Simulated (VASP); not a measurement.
# Si (Cmm2) in VASP: notebook, part 2 of 2

VASP 6.6.1. The steps go on from the part before.

## Step 3: Single point, r2SCAN (atom 1 (Si) moved +0.360 Å along Cartesian [0 0 1])

Input file POSCAR:

```
Si
1.0
    5.4309400000      0.0000000000      0.0000000000
    0.0000000000     -5.4309400000      0.0000000000
    0.0000000000      0.0000000000     -5.4309400000
Si
8
Direct
    0.5000000000      0.0000000000     -0.0662868675
    0.0000000000      0.5000000000      0.0000000000
    0.0000000000      0.0000000000      0.5000000000
    0.5000000000      0.5000000000      0.5000000000
    0.7500000000      0.7500000000      0.7500000000
    0.2500000000      0.2500000000      0.7500000000
    0.2500000000      0.7500000000      0.2500000000
    0.7500000000      0.2500000000      0.2500000000
```

Input file INCAR.step1:

```
SYSTEM = Si
PREC     = Accurate       ! precision mode
ENCUT    = 520            ! plane-wave cutoff, eV
ISMEAR   = 0              ! smearing method
SIGMA    = 0.05           ! smearing width, eV
LREAL    = .False.        ! projectors in reciprocal space
LASPH    = .True.         ! aspherical terms in the spheres
NELM     = 60             ! most SCF steps
NBANDS   = 26             ! bands
GGA      = PE             ! functional
ALGO     = Normal         ! electronic algorithm
EDIFF    = 1E-4           ! SCF threshold, eV
LWAVE    = .True.         ! write WAVECAR
LCHARG   = .False.        ! write CHGCAR
```

Input file INCAR.step2:

```
SYSTEM = Si
PREC     = Accurate       ! precision mode
ENCUT    = 520            ! plane-wave cutoff, eV
EDIFF    = 1E-6           ! SCF threshold, eV
ISMEAR   = 0              ! smearing method
SIGMA    = 0.05           ! smearing width, eV
LREAL    = .False.        ! projectors in reciprocal space
LASPH    = .True.         ! aspherical terms in the spheres
NELM     = 60             ! most SCF steps
ALGO     = Normal         ! electronic algorithm
ISIF     = 2              ! what is computed and relaxed
LWAVE    = .False.        ! write WAVECAR
LCHARG   = .True.         ! write CHGCAR
METAGGA  = R2SCAN         ! meta-GGA
LMIXTAU  = .True.       
LELF     = .True.         ! ELF
LVHAR    = .True.       
NBANDS   = 26             ! bands
ISTART   = 1
```

Input file KPOINTS:

```
regular mesh
0
Gamma
  6 6 6
  0 0 0
```

Potentials or basis: VASP PAW PBE potentials, release 64 (Si).

Launch:

```
cat potpaw_PBE.64/Si/POTCAR > POTCAR
cp INCAR.step1 INCAR
mpirun -np 1 vasp_std > vasp.out
cp INCAR.step2 INCAR
mpirun -np 1 vasp_std > vasp.out
```

OUTCAR:

```text
SYSTEM = Si
   PREC = Accurate
   ENCUT = 520
   EDIFF = 1E-6
   ISMEAR = 0
   LREAL = .False.
   LASPH = .True.
   NELM = 60
   ISIF = 2
   METAGGA = R2SCAN
   ISTART = 1

 ion  position               nearest neighbor table
   1  0.500  0.000  0.934-   5 2.16   6 2.16   7 2.58   8 2.58
   2  0.000  0.500  0.000-   5 2.35   6 2.35   7 2.35   8 2.35
   3  0.000  0.000  0.500-   5 2.35   6 2.35   7 2.35   8 2.35
   4  0.500  0.500  0.500-   5 2.35   6 2.35   7 2.35   8 2.35
   5  0.750  0.750  0.750-   1 2.16   2 2.35   3 2.35   4 2.35
   6  0.250  0.250  0.750-   1 2.16   2 2.35   3 2.35   4 2.35
   7  0.250  0.750  0.250-   2 2.35   3 2.35   4 2.35   1 2.58
   8  0.750  0.250  0.250-   2 2.35   3 2.35   4 2.35   1 2.58

  LATTYP: Found a simple cubic cell.
 ALAT       =     5.4309400000

  Lattice vectors:

 A1 = (   5.4309400000,   0.0000000000,   0.0000000000)
 A2 = (   0.0000000000,  -5.4309400000,   0.0000000000)
 A3 = (   0.0000000000,   0.0000000000,  -5.4309400000)

Analysis of symmetry for initial positions (statically):
=====================================================================
 Subroutine PRICEL returns:
 Original cell was already a primitive cell.

 Routine SETGRP: Setting up the symmetry group for a
 simple cubic supercell.

 Subroutine GETGRP returns: Found  4 space group operations
 (whereof  2 operations were pure point group operations)
 out of a pool of 48 trial point group operations.

The static configuration has the point symmetry C_2 .
 The point group associated with its full space group is C_2v.

Analysis of symmetry for dynamics (positions and initial velocities):
=====================================================================
 Subroutine PRICEL returns:
 Original cell was already a primitive cell.

 Routine SETGRP: Setting up the symmetry group for a
 simple cubic supercell.

 Subroutine GETGRP returns: Found  4 space group operations
 (whereof  2 operations were pure point group operations)
 out of a pool of 48 trial point group operations.

[... 139 lines left out ...]
   LHFCALC =     F    Hartree Fock is set to
   AEXX    =    0.0000 exact exchange contribution
   IVDW    =     0    specifies the selected vdW correction
   LEPSILON=     F    determine dielectric tensor
   LRPA    =     F    only Hartree local field effects (RPA)
 non-spin polarized calculation
 Gauss-broadening in eV      SIGMA  =   0.05
  energy-cutoff  :      520.00
  volume of cell :      160.19
 maximum number of plane-waves:      4337
   NGX = 21   NGY = 21   NGZ = 21

 number of electron      32.0000004 magnetization

 Free energy of the ion-electron system (eV)
  ---------------------------------------------------
  ext. energy  EPLUGINS =         0.00000000
  ---------------------------------------------------
  free energy    TOTEN  =       -69.31500548 eV

  energy without entropy =      -69.31500543  energy(sigma->0) =      -69.31500546

 E-fermi :   6.2051     XC(G=0):  -9.8576

 val. band max:        6.0511078356   @ k =  -0.1667   0.1667   0.0000
 cond. band min:       6.3616583789   @ k =   0.0000   0.0000   0.1667
 fundamental gap:      0.3105505434
 Fermi energy:         6.2051344784

 k-point     1 :       0.0000    0.0000    0.0000
  band No.  band energies     occupation
      1      -6.8632      2.00000
      2      -3.0072      2.00000
      3      -2.7794      2.00000
      4      -2.4484      2.00000
      5      -2.4444      2.00000
      6      -2.1926      2.00000
[... 685 lines left out ...]
     25      11.0010      0.00000
     26      11.3183      0.00000

 [... further k-points ...]

------------------------ aborting loop because EDIFF is reached ----------------------------------------

  FORCE on cell =-STRESS in cart. coord.  units (eV):
  Direction    XX          YY          ZZ          XY          YZ          ZX
  --------------------------------------------------------------------------------------
  -------------------------------------------------------------------------------------
  Total        2.5716663      2.5716663      0.1365009      3.8155450      0.0000000      0.0000000
  in kB       25.7217307     25.7217307      1.3652778     38.1629686      0.0000000      0.0000000
  external PRESSURE =      17.6029131 kB  Pullay stress =       0.0000000 kB

 VOLUME and BASIS-vectors are now :
 -----------------------------------------------------------------------------
  energy-cutoff  :      520.00
  volume of cell :      160.19
      direct lattice vectors                 reciprocal lattice vectors
     5.430940000  0.000000000  0.000000000     0.184130187  0.000000000  0.000000000
     0.000000000 -5.430940000  0.000000000     0.000000000 -0.184130187  0.000000000
     0.000000000  0.000000000 -5.430940000     0.000000000  0.000000000 -0.184130187

 POSITION                                       TOTAL-FORCE (eV/Angst)
 -----------------------------------------------------------------------------------
      2.71547      0.00000     -5.07094        -0.000000      0.000000     -4.702913
      0.00000     -2.71547      0.00000        -0.000000      0.000000     -0.609973
      0.00000      0.00000     -2.71547        -0.000000      0.000000      0.358311
      2.71547     -2.71547     -2.71547        -0.000000      0.000000      0.358311
      4.07320     -4.07320     -4.07320         1.301130      1.301130      1.327303
      1.35773     -1.35773     -4.07320        -1.301130     -1.301130      1.327303
      1.35773     -4.07320     -1.35773         0.538865     -0.538865      0.970830
      4.07320     -1.35773     -1.35773        -0.538865      0.538865      0.970830
 -----------------------------------------------------------------------------------
    total drift:                                0.000000     -0.000000      0.000019

  FREE ENERGIE OF THE ION-ELECTRON SYSTEM (eV)
  ---------------------------------------------------
  free  energy   TOTEN  =       -69.3150054768 eV

  energy  without entropy=      -69.3150054343  energy(sigma->0) =      -69.31500546
```

OUTCAR.step1:

```text
SYSTEM = Si
   PREC = Accurate
   ENCUT = 520
   ISMEAR = 0
   LREAL = .False.
   LASPH = .True.
   NELM = 60
[... 941 lines left out ...]
      1.35773     -1.35773     -4.07320        -1.294735     -1.294735      1.279995
      1.35773     -4.07320     -1.35773         0.550568     -0.550568      0.935741
      4.07320     -1.35773     -1.35773        -0.550568      0.550568      0.935741
 -----------------------------------------------------------------------------------
    total drift:                                0.000000     -0.000000      0.000135

  FREE ENERGIE OF THE ION-ELECTRON SYSTEM (eV)
  ---------------------------------------------------
  free  energy   TOTEN  =       -42.5296811333 eV

  energy  without entropy=      -42.5295895816  energy(sigma->0) =      -42.52963536
```

OSZICAR.step1:

```text
N       E                     dE             d eps       ncg     rms          rms(c)
DAV:   1     0.685888672552E+02    0.68589E+02   -0.12122E+04  2704   0.102E+03
DAV:   2    -0.379287508406E+02   -0.10652E+03   -0.98528E+02  3510   0.150E+02
DAV:   3    -0.432152646614E+02   -0.52865E+01   -0.52022E+01  3498   0.307E+01
DAV:   4    -0.433042881472E+02   -0.89023E-01   -0.88833E-01  3420   0.507E+00
DAV:   5    -0.433062388298E+02   -0.19507E-02   -0.19494E-02  3452   0.707E-01    0.993E+00
DAV:   6    -0.427570700768E+02    0.54917E+00   -0.29730E-01  3122   0.221E+00    0.604E+00
DAV:   7    -0.425253960026E+02    0.23167E+00   -0.58720E-01  3082   0.310E+00    0.472E-01
DAV:   8    -0.425280073956E+02   -0.26114E-02   -0.44192E-02  3224   0.101E+00    0.294E-01
DAV:   9    -0.425293126785E+02   -0.13053E-02   -0.29677E-03  3444   0.262E-01    0.124E-01
DAV:  10    -0.425295567259E+02   -0.24405E-03   -0.37701E-04  3088   0.843E-02    0.576E-02
DAV:  11    -0.425296752658E+02   -0.11854E-03   -0.13195E-04  2216   0.586E-02    0.115E-02
DAV:  12    -0.425296811333E+02   -0.58675E-05   -0.14112E-05  1640   0.188E-02
   1 F= -.42529681E+02 E0= -.42529635E+02  d E =-.915517E-04
```

Wall time 5.3 min (1 thread of Intel Xeon Platinum 8488C (Sapphire Rapids), shared host); peak memory 0.34 GiB.

Results:

| Item | Value |
| --- | --- |
| Free energy | -69.3150 eV |
| Pressure | 1.8 GPa |
| Largest force | 4.703 eV/Å |
| Band gap on the k mesh | 0.31 eV (least direct gap 0.33 eV) |

Forces in eV/Å, atoms in the order of the input:
```
Si   0.000  0.000 -4.703
Si   0.000  0.000 -0.610
Si   0.000  0.000  0.358
Si   0.000  0.000  0.358
Si   1.301  1.301  1.327
Si  -1.301 -1.301  1.327
Si   0.539 -0.539  0.971
Si  -0.539  0.539  0.971
```

Levels at points of the mesh, in eV from the valence-band top:
```csv
k point,band 12,band 13,band 14,band 15,band 16,band 17,band 18,band 19,band 20,band 21
"(0.00, 0.00, 0.00)",-3.28,-3.09,-0.71,-0.36,-0.02,0.32,0.33,0.60,0.63,0.82
"(0.50, 0.00, 0.00)",-3.79,-2.33,-2.32,-2.14,-2.07,0.95,0.95,2.91,2.93,3.82
"(0.00, 0.00, 0.50)",-3.72,-2.93,-2.54,-2.16,-1.76,0.74,1.09,3.07,3.34,3.89
"(0.50, 0.50, 0.00)",-4.01,-2.36,-1.84,-1.68,-1.16,1.89,2.33,2.39,2.91,4.32
"(0.00, 0.50, 0.50)",-4.06,-1.94,-1.76,-1.57,-1.37,2.12,2.22,2.40,2.47,4.40
"(0.50, 0.50, 0.50)",-1.63,-1.59,-1.54,-1.27,-0.83,1.37,1.45,1.52,1.61,2.77
```

Caveat: the cell differs from its parent crystal (atom 1 (Si) moved +0.360 Å along Cartesian [0 0 1]); the PAW data sets were made with another functional, which shifts forces and pressure a little. A k mesh can miss the band edges.

## Step 4: Single point, r2SCAN (atom 1 (Si) moved -0.270 Å along Cartesian [0 0 1])

POSCAR, as its differences from that of step 3:

```diff
@@ -8,3 +8,3 @@
 Direct
-    0.5000000000      0.0000000000     -0.0662868675
+    0.5000000000      0.0000000000      0.0497151506
     0.0000000000      0.5000000000      0.0000000000
```

Input file INCAR.step1:

```
ALGO = Normal
EDIFF = 1E-4
ENCUT = 520
GGA = PE
ISMEAR = 0
LASPH = True
LCHARG = False
LREAL = False
LWAVE = True
NBANDS = 26
NELM = 80
PREC = Accurate
SIGMA = 0.05
```

Input file INCAR.step2:

```
ALGO = Normal
EDIFF = 1E-6
ENCUT = 520
ISIF = 2
ISMEAR = 0
ISTART = 1
LASPH = True
LCHARG = False
LMIXTAU = True
LREAL = False
LWAVE = False
METAGGA = R2SCAN
NBANDS = 26
NELM = 80
PREC = Accurate
SIGMA = 0.05
```

Input file KPOINTS:

```
k-points
0
Gamma
  6 6 6
```

Launch:

```
cat potpaw_PBE.64/Si/POTCAR > POTCAR
cp INCAR.step1 INCAR
mpirun -np 1 vasp_std > vasp.out
cp INCAR.step2 INCAR
mpirun -np 1 vasp_std > vasp.out
```

Run time: 6 min. Hardware: 1 thread of Intel Xeon Platinum 8488C (Sapphire Rapids), shared host; peak memory 0.34 GiB.

It converged, with:

```yaml
Free_energy: -69.6927 eV
Pressure: 1.2 GPa
Largest_force: 3.669 eV/Å
Band_gap_on_the_k_mesh: 0.31 eV
```

Forces on the atoms (eV/Å):
```
Si   0.000  0.000  3.669
Si   0.000  0.000  0.476
Si   0.000  0.000 -0.273
Si   0.000  0.000 -0.273
Si  -0.462 -0.462 -0.794
Si   0.462  0.462 -0.794
Si  -0.901  0.901 -1.006
Si   0.901 -0.901 -1.006
```

Stress tensor (GPa, compression positive):
```
 1.68 -2.76  0.00
-2.76  1.68  0.00
 0.00  0.00  0.29
```

Levels at points of the mesh, in eV from the valence-band top:
```tsv
k point	band 13	band 14	band 15	band 16	band 17	band 18	band 19	band 20
(0.00, 0.00, 0.00)	-3.14	-0.62	-0.33	0.00	0.31	0.39	0.61	0.63
(0.50, 0.00, 0.00)	-2.32	-2.31	-2.21	-2.16	0.98	0.99	3.01	3.02
(0.00, 0.00, 0.50)	-2.77	-2.47	-2.18	-1.88	0.83	1.09	3.08	3.29
(0.50, 0.50, 0.00)	-2.20	-1.80	-1.68	-1.28	2.03	2.36	2.42	2.80
(0.00, 0.50, 0.50)	-1.89	-1.74	-1.63	-1.46	2.23	2.31	2.42	2.47
(0.50, 0.50, 0.50)	-1.58	-1.54	-1.36	-1.00	1.46	1.49	1.55	1.61
```

Caveat: the cell differs from its parent crystal (atom 1 (Si) moved -0.270 Å along Cartesian [0 0 1]); the PAW data sets were made with another functional, which shifts forces and pressure a little. A k mesh can miss the band edges.

## Step 5: Overview

```csv
cell,gap on the mesh (eV),pressure (GPa),largest force (eV/Å)
"as given, atomic positions A",0.14,2.4,5.59
"as given, atomic positions B",0.31,1.8,4.70
"as given, atomic positions C",0.31,1.2,3.67
```

Alike in all rows: task single point; level r2SCAN; potentials or basis VASP PAW PBE potentials, release 64 (Si); no spin polarisation; k mesh 6 × 6 × 6; cutoff (eV) 520; smearing gaussian 0.05 eV.

Caveats: the PAW data sets were made with another functional, which shifts forces and pressure a little.

Absolute energies hang on the potentials; compare differences alone.
